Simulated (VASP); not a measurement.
Crystal: AlFe.

```
Al Fe
1.0
     2.91000    0.00000    0.00000
     0.00000    2.91000    0.00000
     0.00000    0.00000    2.91000
Al Fe
1 1
Direct
  0.00000 0.00000 0.00000
  0.50000 0.50000 0.50000
```

Program: VASP 6.6.1. Alike in all runs: task single point; level PBE; potentials or basis VASP PAW PBE potentials, release 64 (Al, Fe); cell as given; k mesh 9 × 9 × 9; cutoff (eV) 520; smearing fermi-dirac 0.1 eV.

**Question.** Order these runs on this cell by their pressure, lowest first.
A. spin collinear, ferrimagnetic start; fixed moment (μB) 1.7
B. spin collinear, ferromagnetic start; fixed moment (μB) 3.4
C. spin collinear, ferrimagnetic start; fixed moment (μB) 2.5
D. spin collinear, ferromagnetic start; fixed moment (μB) 4.2
E. spin collinear, zero start; fixed moment (μB) 0.0

**Answer.** E (-6.7 GPa), A (2.0 GPa), C (10.6 GPa), B (23.9 GPa), D (40.1 GPa).

Caveats: the total moment is fixed, so each spin has its own Fermi level.
